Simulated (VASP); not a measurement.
# Sc (P6_3/mmc) in VASP: a series of runs, part 2 of 2

VASP 6.6.1. Earlier steps stand in the parts before.

## Step 3: Single point, r2SCAN

This run uses another cell than the first one: it holds 4 atoms, not 2.

File POSCAR:

```
Sc
1.0
    5.0875909101      0.0000000000      0.0000000000
   -2.5437954551      4.4059829722      0.0000000000
    0.0000000000      0.0000000000      4.8465574020
Sc
4
Direct
    0.0000000000      0.0000000000      0.2500000000
    0.0000000000      0.0000000000      0.7500000000
    0.3333333333      0.6666666667      0.7500000000
    0.6666666667      0.3333333333      0.2500000000
```

File INCAR.step1:

```
ALGO = Normal
EDIFF = 1E-4
ENCUT = 520
GGA = PE
ISMEAR = 0
LASPH = T
LCHARG = F
LREAL = F
LWAVE = T
NBANDS = 30
NELM = 80
PREC = Accurate
SIGMA = 0.1
```

File INCAR.step2:

```
ALGO = Normal
EDIFF = 1E-7
ENCUT = 520
ISIF = 2
ISMEAR = 0
ISTART = 1
LASPH = T
LCHARG = T
LELF = T
LMIXTAU = T
LREAL = F
LVHAR = T
LWAVE = F
METAGGA = R2SCAN
NBANDS = 30
NELM = 80
PREC = Accurate
SIGMA = 0.1
```

File KPOINTS:

```
k-points
0
Gamma
  12 12 10
```

Potentials or basis: VASP PAW PBE potentials, release 64 (Sc_sv).

On the command line:

```console
$ cat potpaw_PBE.64/Sc_sv/POTCAR > POTCAR
$ cp INCAR.step1 INCAR
$ mpirun -np 1 vasp_std > vasp.out
$ cp INCAR.step2 INCAR
$ mpirun -np 1 vasp_std > vasp.out
```

OUTCAR:

```text
EDIFF = 1E-7
   ENCUT = 520
   ISIF = 2
   ISMEAR = 0
   ISTART = 1
   LASPH = T
   LREAL = F
   METAGGA = R2SCAN
   NELM = 80
   PREC = Accurate

 ion  position               nearest neighbor table
   1  0.000  0.000  0.250-   2 2.42   2 2.42   4 2.94   4 2.94   4 2.94
   2  0.000  0.000  0.750-   1 2.42   1 2.42   3 2.94   3 2.94   3 2.94
   3  0.333  0.667  0.750-   2 2.94   2 2.94   2 2.94
   4  0.667  0.333  0.250-   1 2.94   1 2.94   1 2.94

  LATTYP: Found a hexagonal cell.
 ALAT       =     5.0875909101
 C/A-ratio  =     0.9526232529

  Lattice vectors:

 A1 = (   5.0875909101,   0.0000000000,   0.0000000000)
 A2 = (  -2.5437954551,   4.4059829722,   0.0000000000)
 A3 = (   0.0000000000,   0.0000000000,   4.8465574020)

Analysis of symmetry for initial positions (statically):
=====================================================================
 Subroutine PRICEL returns:
 Original cell was already a primitive cell.

 Routine SETGRP: Setting up the symmetry group for a
 hexagonal supercell.

 Subroutine GETGRP returns: Found 24 space group operations
 (whereof 12 operations were pure point group operations)
 out of a pool of 24 trial point group operations.

The static configuration has the point symmetry D_3d.
 The point group associated with its full space group is D_6h.

Analysis of symmetry for dynamics (positions and initial velocities):
=====================================================================
 Subroutine PRICEL returns:
 Original cell was already a primitive cell.

 Routine SETGRP: Setting up the symmetry group for a
 hexagonal supercell.

 Subroutine GETGRP returns: Found 24 space group operations
 (whereof 12 operations were pure point group operations)
 out of a pool of 24 trial point group operations.

The dynamic configuration has the point symmetry D_3d.
 The point group associated with its full space group is D_6h.
[... 120 lines left out ...]
   IALGO  =     38    algorithm
   IMIX   =      4    mixing-type and parameters
     AMIX     =   0.40;   BMIX     =  1.00
     AMIX_MAG =   1.60;   BMIX_MAG =  1.00
  volume/ion in A,a.u.               =      27.16       183.28
  Fermi-wavevector in a.u.,A,eV,Ry     =   1.211238  2.288909 19.961084  1.467098
  Thomas-Fermi vector in A             =   2.346760
   LORBIT       =      0    0 simple, 1 ext, 2 COOP (PROOUT), +10 PAW based schemes
   METAGGA = R2SCAN    functional components
   LHFCALC =     F    Hartree Fock is set to
   AEXX    =    0.0000 exact exchange contribution
   IVDW    =     0    specifies the selected vdW correction
   LEPSILON=     F    determine dielectric tensor
   LRPA    =     F    only Hartree local field effects (RPA)
 non-spin polarized calculation
 Gauss-broadening in eV      SIGMA  =   0.10
  energy-cutoff  :      520.00
  volume of cell :      108.64
 maximum number of plane-waves:      2964
 NGX is ok and might be reduce to    40

 number of electron      44.0000004 magnetization

 Free energy of the ion-electron system (eV)
  ---------------------------------------------------
  ext. energy  EPLUGINS =         0.00000000
  ---------------------------------------------------
  free energy    TOTEN  =       -41.73685175 eV

  energy without entropy =      -41.71301278  energy(sigma->0) =      -41.72493226

 E-fermi :   3.0598     XC(G=0): -10.0453

 val. band max:        3.0591334832   @ k =   0.3333   0.1667   0.1000
 cond. band min:       3.0604917984   @ k =   0.0833   0.0833   0.1000
 fundamental gap:      0.0013583152
 Fermi energy:         3.0598257221

 k-point     1 :       0.0000    0.0000    0.0000
  band No.  band energies     occupation
      1     -49.1673      2.00000
      2     -49.1576      2.00000
      3     -48.3036      2.00000
      4     -47.8198      2.00000
      5     -27.1195      2.00000
      6     -26.8884      2.00000
[... 781 lines left out ...]
     29       4.8495      0.00000
     30       4.9684      0.00000

 [... further k-points ...]

------------------------ aborting loop because EDIFF is reached ----------------------------------------

  FORCE on cell =-STRESS in cart. coord.  units (eV):
  Direction    XX          YY          ZZ          XY          YZ          ZX
  --------------------------------------------------------------------------------------
  -------------------------------------------------------------------------------------
  Total        0.0723005      0.0723005      0.3219211     -0.0000000      0.0000000      0.0000000
  in kB        1.0662613      1.0662613      4.7475733     -0.0000000      0.0000000      0.0000000
  external PRESSURE =       2.2933653 kB  Pullay stress =       0.0000000 kB

 VOLUME and BASIS-vectors are now :
 -----------------------------------------------------------------------------
  energy-cutoff  :      520.00
  volume of cell :      108.64
      direct lattice vectors                 reciprocal lattice vectors
     5.087590910  0.000000000  0.000000000     0.196556684  0.113482055  0.000000000
    -2.543795455  4.405982972  0.000000000     0.000000000  0.226964109  0.000000000
     0.000000000  0.000000000  4.846557402     0.000000000  0.000000000  0.206332024

 POSITION                                       TOTAL-FORCE (eV/Angst)
 -----------------------------------------------------------------------------------
      0.00000      0.00000      1.21164         0.000000     -0.000000     -0.000000
      0.00000      0.00000      3.63492         0.000000      0.000000     -0.000000
     -0.00000      2.93732      3.63492         0.000000     -0.000000      0.000000
      2.54380      1.46866      1.21164        -0.000000      0.000000      0.000000
 -----------------------------------------------------------------------------------
    total drift:                                0.000000     -0.000000      0.000000

  FREE ENERGIE OF THE ION-ELECTRON SYSTEM (eV)
  ---------------------------------------------------
  free  energy   TOTEN  =       -41.7368517455 eV

  energy  without entropy=      -41.7130127786  energy(sigma->0) =      -41.72493226
```

OSZICAR.step1:

```text
N       E                     dE             d eps       ncg     rms          rms(c)
DAV:   1     0.929342385060E+03    0.92934E+03   -0.19916E+04  6848   0.153E+03
DAV:   2     0.444355639122E+02   -0.88491E+03   -0.86988E+03  9672   0.708E+02
DAV:   3    -0.210015770761E+02   -0.65437E+02   -0.62395E+02 11268   0.272E+02
DAV:   4    -0.244715328306E+02   -0.34700E+01   -0.32743E+01 11240   0.528E+01
DAV:   5    -0.245979796800E+02   -0.12645E+00   -0.12451E+00 11336   0.111E+01    0.127E+01
DAV:   6    -0.224057237790E+02    0.21923E+01   -0.19799E+01  9992   0.278E+01    0.625E+00
DAV:   7    -0.217548020359E+02    0.65092E+00   -0.78870E+00 10938   0.161E+01    0.380E+00
DAV:   8    -0.214564236354E+02    0.29838E+00   -0.18237E+00 10006   0.110E+01    0.109E+00
DAV:   9    -0.214501291917E+02    0.62944E-02   -0.21456E-01 10302   0.441E+00    0.603E-01
DAV:  10    -0.214428373425E+02    0.72918E-02   -0.27426E-02 11272   0.153E+00    0.199E-01
DAV:  11    -0.214427146028E+02    0.12274E-03   -0.11260E-02 10800   0.704E-01    0.104E-01
DAV:  12    -0.214424803356E+02    0.23427E-03   -0.10730E-03  8896   0.273E-01    0.269E-02
DAV:  13    -0.214424688886E+02    0.11447E-04   -0.55297E-05  5616   0.926E-02
   1 F= -.21442469E+02 E0= -.21432693E+02  d E =-.195524E-01
```

It took 41 min on 1 thread of Intel Xeon 8259CL, shared host; peak memory 0.43 GiB.

Results:

```yaml
Free_energy: -41.7369 eV
Pressure: 0.2 GPa
Band_gap_on_the_k_mesh: zero (bands 22 and 23 overlap by 0.11 eV)
```

Stress tensor (GPa, compression positive):
```
0.11 0.00 0.00
0.00 0.11 0.00
0.00 0.00 0.47
```

Levels at points of the mesh, in eV from the Fermi level:
| k point | band 18 | band 19 | band 20 | band 21 | band 22 | band 23 | band 24 | band 25 | band 26 | band 27 |
| --- | --- | --- | --- | --- | --- | --- | --- | --- | --- | --- |
| (0.00, 0.00, 0.00) | -0.85 | -0.85 | -0.53 | -0.37 | 0.00 | 0.00 | 0.21 | 0.21 | 1.05 | 1.05 |
| (0.50, 0.00, 0.00) | -2.70 | -1.34 | -1.23 | -1.23 | -0.12 | 0.28 | 0.38 | 0.85 | 0.95 | 1.01 |
| (0.00, 0.00, 0.50) | -3.20 | -0.44 | -0.44 | -0.44 | -0.44 | 0.94 | 0.94 | 0.94 | 0.94 | 1.78 |
| (0.50, 0.00, 0.50) | -1.89 | -1.34 | -1.34 | -0.36 | -0.36 | 0.05 | 0.05 | 0.61 | 0.61 | 1.75 |

Caveat: the PAW data sets were made with another functional, which shifts forces and pressure a little.
